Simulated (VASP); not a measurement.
# Na (P6_3/mmc) in VASP: further runs

Na is run at these levels: PBE; tasks: single point.

All numbers are computed with VASP 6.6.1; they aren't measurements. Logs are shortened: lines on timing, memory, paths and dates and some standing lists are left out, and cuts for length are marked.

## Step 1: The cell of the first run

Symmetry: P6_3/mmc, No. 194, hexagonal system. Conventional cell: a = 3.579 Å, b = 3.579 Å, c = 6.308 Å, α = 90.00°, β = 90.00°, γ = 120.00°. Na (site symmetry -6m2) has 12 Na at 3.58 to 3.77 Å within 4.7 Å.

This isn't the form of Na at room conditions, which is bcc.

## Step 2: Single point, PBE (strain -0.050 along x and y, +0.025 along z)

INCAR

```
PREC = Accurate ; ENCUT = 520
EDIFF = 1E-6 ; ISMEAR = 0
SIGMA = 0.15 ; LREAL = False
LASPH = True ; NELM = 100
ALGO = Fast ; ISIF = 2
LWAVE = False ; LCHARG = False
GGA = PE ; NBANDS = 14
```

KPOINTS

```
Automatic mesh
0
Gamma
  15 15 8
```

POSCAR

```
Na
1.0
    3.5786509477      0.0000000000      0.0000000000
   -1.7893254739      3.0992026320      0.0000000000
    0.0000000000      0.0000000000      6.3078500000
Na
2
Direct
    0.3333333333      0.6666666667      0.2500000000
    0.6666666667      0.3333333333      0.7500000000
```

Potentials or basis: VASP PAW PBE potentials, release 64 (Na_pv).

Started as:

```bash
$ cat potpaw_PBE.64/Na_pv/POTCAR > POTCAR
$ mpirun -np 1 vasp_std > vasp.out
```

OUTCAR:

```text
PREC = Accurate
   ENCUT = 520
   EDIFF = 1E-6
   ISMEAR = 0
   LREAL = False
   LASPH = True
   NELM = 100
   ISIF = 2
   GGA = PE

 ion  position               nearest neighbor table
   1  0.333  0.667  0.250-
   2  0.667  0.333  0.750-

  LATTYP: Found a hexagonal cell.
 ALAT       =     3.5786509477
 C/A-ratio  =     1.7626334874

  Lattice vectors:

 A1 = (   3.5786509477,   0.0000000000,   0.0000000000)
 A2 = (  -1.7893254739,   3.0992026320,   0.0000000000)
 A3 = (   0.0000000000,   0.0000000000,   6.3078500000)

Analysis of symmetry for initial positions (statically):
=====================================================================
 Subroutine PRICEL returns:
 Original cell was already a primitive cell.

 Routine SETGRP: Setting up the symmetry group for a
 hexagonal supercell.

 Subroutine GETGRP returns: Found 24 space group operations
 (whereof 12 operations were pure point group operations)
 out of a pool of 24 trial point group operations.

The static configuration has the point symmetry D_3d.
 The point group associated with its full space group is D_6h.

Analysis of symmetry for dynamics (positions and initial velocities):
=====================================================================
 Subroutine PRICEL returns:
 Original cell was already a primitive cell.

 Routine SETGRP: Setting up the symmetry group for a
 hexagonal supercell.

 Subroutine GETGRP returns: Found 24 space group operations
 (whereof 12 operations were pure point group operations)
 out of a pool of 24 trial point group operations.

The dynamic configuration has the point symmetry D_3d.
 The point group associated with its full space group is D_6h.

 Subroutine INISYM returns: Found 24 space group operations
 (whereof 12 operations are pure point group operations),
 and found     1 'primitive' translations

----------------------------------------------------------------------------------------

                                     Primitive cell

  volume of cell :      69.9601

  direct lattice vectors                    reciprocal lattice vectors
     3.578650948  0.000000000  0.000000000     0.279434908  0.161331820  0.000000000
    -1.789325474  3.099202632  0.000000000     0.000000000  0.322663639  0.000000000
     0.000000000  0.000000000  6.307850000     0.000000000  0.000000000  0.158532622

  length of vectors
[... 92 lines left out ...]
   PSTRESS=    0.0 pullay stress
   NELECT =      14.0000    total number of electrons
   NUPDOWN=      -1.0000    fix difference up-down
   EMIN   =  10.00;   EMAX   =-10.00  energy-range for DOS
   EFERMI =   0.00;   METHOD = LEGACY
   ISMEAR =     0;   SIGMA  =   0.15  broadening in eV -4-tet -1-fermi 0-gaus
   EFERMI_NEDOS =   21; number of points for ismear=-14 and -15
   IALGO  =     68    algorithm
   IMIX   =      4    mixing-type and parameters
     AMIX     =   0.40;   BMIX     =  1.00
     AMIX_MAG =   1.60;   BMIX_MAG =  1.00
  volume/ion in A,a.u.               =      34.98       236.06
  Fermi-wavevector in a.u.,A,eV,Ry     =   0.957563  1.809531 12.475544  0.916927
  Thomas-Fermi vector in A             =   2.086592
   LORBIT       =      0    0 simple, 1 ext, 2 COOP (PROOUT), +10 PAW based schemes
   GGA     = PE    functional components
   LHFCALC =     F    Hartree Fock is set to
   AEXX    =    0.0000 exact exchange contribution
   IVDW    =     0    specifies the selected vdW correction
   LEPSILON=     F    determine dielectric tensor
   LRPA    =     F    only Hartree local field effects (RPA)
 non-spin polarized calculation
 RMM-DIIS sequential band-by-band and
 Gauss-broadening in eV      SIGMA  =   0.15
  energy-cutoff  :      520.00
  volume of cell :       69.96
 maximum number of plane-waves:      1931
 NGX is ok and might be reduce to    28
   NGX = 13   NGY = 13   NGZ = 23

 number of electron      14.0000020 magnetization

 Free energy of the ion-electron system (eV)
  ---------------------------------------------------
  ext. energy  EPLUGINS =         0.00000000
  ---------------------------------------------------
  free energy    TOTEN  =        -2.60930480 eV

  energy without entropy =       -2.59770035  energy(sigma->0) =       -2.60350258

 E-fermi :   0.5265     XC(G=0):  -6.6544

 val. band max:        0.5109723427   @ k =   0.3333   0.2000   0.0000
 cond. band min:       0.5289661655   @ k =   0.2667   0.1333   0.3750
 fundamental gap:      0.0179938228
 Fermi energy:         0.5264623652

 k-point     1 :       0.0000    0.0000    0.0000
  band No.  band energies     occupation
      1     -24.3942      2.00000
      2     -24.3650      2.00000
      3     -24.3650      2.00000
      4     -24.3613      2.00000
      5     -24.3613      2.00000
      6     -24.3595      2.00000
      7      -2.9016      2.00000
      8       0.7286      0.05670
      9       1.0634      0.00000
     10      10.7595      0.00000
     11      11.4688      0.00000
     12      11.4691      0.00000
     13      11.9125      0.00000
     14      11.9801      0.00000
[... 377 lines left out ...]
      1     -24.4027      2.00000
      2     -24.3981      2.00000
      3     -24.3850      2.00000
      4     -24.3793      2.00000
      5     -24.3739      2.00000
      6     -24.3670      2.00000
      7       1.3434      0.00000
      8       1.5472      0.00000
      9       4.1413      0.00000
     10       4.7590      0.00000
     11       4.8254      0.00000
     12       5.1292      0.00000
     13       6.5582      0.00000
     14       7.7329      0.00000

 [... further k-points ...]

------------------------ aborting loop because EDIFF is reached ----------------------------------------

  FORCE on cell =-STRESS in cart. coord.  units (eV):
  Direction    XX          YY          ZZ          XY          YZ          ZX
  --------------------------------------------------------------------------------------
  -------------------------------------------------------------------------------------
  Total        0.3719269      0.3719269     -0.0848157     -0.0000000     -0.0000000      0.0000000
  in kB        8.5176048      8.5176048     -1.9423899     -0.0000000     -0.0000000      0.0000000
  external PRESSURE =       5.0309399 kB  Pullay stress =       0.0000000 kB

 VOLUME and BASIS-vectors are now :
 -----------------------------------------------------------------------------
  energy-cutoff  :      520.00
  volume of cell :       69.96
      direct lattice vectors                 reciprocal lattice vectors
     3.578650948  0.000000000  0.000000000     0.279434908  0.161331820  0.000000000
    -1.789325474  3.099202632  0.000000000     0.000000000  0.322663639  0.000000000
     0.000000000  0.000000000  6.307850000     0.000000000  0.000000000  0.158532622

 POSITION                                       TOTAL-FORCE (eV/Angst)
 -----------------------------------------------------------------------------------
     -0.00000      2.06614      1.57696         0.000000     -0.000000      0.000000
      1.78933      1.03307      4.73089        -0.000000      0.000000     -0.000000
 -----------------------------------------------------------------------------------
    total drift:                               -0.000000      0.000000      0.000000

  FREE ENERGIE OF THE ION-ELECTRON SYSTEM (eV)
  ---------------------------------------------------
  free  energy   TOTEN  =        -2.6093047998 eV

  energy  without entropy=       -2.5977003526  energy(sigma->0) =       -2.60350258
```

OSZICAR:

```text
N       E                     dE             d eps       ncg     rms          rms(c)
DAV:   1     0.102214169167E+03    0.10221E+03   -0.76067E+03  3780   0.977E+02
DAV:   2     0.146472458318E+01   -0.10075E+03   -0.99571E+02  3894   0.283E+02
DAV:   3    -0.255512758772E+01   -0.40199E+01   -0.40156E+01  4818   0.636E+01
DAV:   4    -0.261024512998E+01   -0.55118E-01   -0.55115E-01  4274   0.808E+00
DAV:   5    -0.261144060302E+01   -0.11955E-02   -0.11955E-02  4812   0.120E+00    0.295E-01
RMM:   6    -0.261020675634E+01    0.12338E-02   -0.80132E-04  4793   0.315E-01    0.196E-01
RMM:   7    -0.260928371603E+01    0.92304E-03   -0.15168E-03  4814   0.375E-01    0.234E-02
RMM:   8    -0.260929465164E+01   -0.10936E-04   -0.37670E-04  4991   0.352E-01    0.651E-03
RMM:   9    -0.260930229896E+01   -0.76473E-05   -0.94076E-05  5118   0.114E-01    0.393E-03
RMM:  10    -0.260930410819E+01   -0.18092E-05   -0.28099E-05  4955   0.920E-02    0.333E-03
RMM:  11    -0.260930445412E+01   -0.34593E-06   -0.10574E-05  4969   0.388E-02    0.334E-04
RMM:  12    -0.260930479982E+01   -0.34570E-06   -0.34636E-06  3063   0.258E-02
   1 F= -.26093048E+01 E0= -.26035026E+01  d E =-.116044E-01
```

stdout:

```text
POSCAR found type information on POSCAR Na
 POSCAR found :  1 types and       2 ions
 scaLAPACK will be used
 LDA part: xc-table for (Slater+PW92), standard interpolation
 POSCAR, INCAR and KPOINTS ok, starting setup
 FFT: planning ... GRIDC
 FFT: planning ... GRID_SOFT
 FFT: planning ... GRID
 WAVECAR not read
 entering main loop
```

Run time: 40 s. Hardware: 1 thread of Intel Xeon 6975P-C (Granite Rapids), shared host; peak memory 0.24 GiB.

Results:

```
Free energy            : -2.6093 eV
Pressure               : 0.5 GPa
Band gap on the k mesh : zero (bands 7 and 8 overlap by 4.73 eV)
```

Levels at points of the mesh, in eV from the Fermi level:
```
           k point  band 5  band 6  band 7  band 8  band 9  band 10
(0.00, 0.00, 0.00)  -24.89  -24.89   -3.43    0.20    0.54    10.23
(0.00, 0.00, 0.50)  -24.89  -24.89   -2.46   -2.46    4.86     4.86
```

Caveat: the cell differs from its parent crystal (strain -0.050 along x and y, +0.025 along z).

## Step 3: Single point, PBE (strain -0.050 along x and y, +0.050 along z)

INCAR

```
SYSTEM = Na
PREC = Accurate
ENCUT = 520
EDIFF = 1E-7
ISMEAR = 0
SIGMA = 0.15
LREAL = .FALSE.
LASPH = .TRUE.
NELM = 100
ALGO = Normal
ISIF = 2
LWAVE = .FALSE.
LCHARG = .FALSE.
GGA = PE
NBANDS = 14
```

KPOINTS

```
Automatic mesh
0
G
  15 15 8
  0 0 0
```

POSCAR: that of step 2 with these lines changed.

```diff
@@ -4,3 +4,3 @@
    -1.7893254739      3.0992026320      0.0000000000
-    0.0000000000      0.0000000000      6.3078500000
+    0.0000000000      0.0000000000      6.4617000000
 Na
```

Potentials or basis: VASP PAW PBE potentials, release 64 (Na_pv).

Started as:

```bash
$ cat potpaw_PBE.64/Na_pv/POTCAR > POTCAR
$ mpirun -np 1 vasp_std > vasp.out
```

It took 34 s on 1 thread of Intel Xeon 6975P-C (Granite Rapids), shared host; peak memory 0.24 GiB.

It converged, with:

```yaml
Free_energy: -2.6054 eV
Pressure: 0.3 GPa
Band_gap_on_the_k_mesh: zero (bands 7 and 8 overlap by 4.74 eV)
```

Stress tensor (GPa, compression positive):
```
 0.78  0.00  0.00
 0.00  0.78  0.00
 0.00  0.00 -0.58
```

Levels at points of the mesh, in eV from the Fermi level:
```tsv
k point	band 4	band 5	band 6	band 7	band 8	band 9	band 10	band 11
(0.00, 0.00, 0.00)	-24.91	-24.91	-24.91	-3.38	0.12	0.37	9.80	10.73
(0.00, 0.00, 0.50)	-24.91	-24.91	-24.91	-2.45	-2.45	4.54	4.54	11.50
```

Caveat: the cell differs from its parent crystal (strain -0.050 along x and y, +0.050 along z).
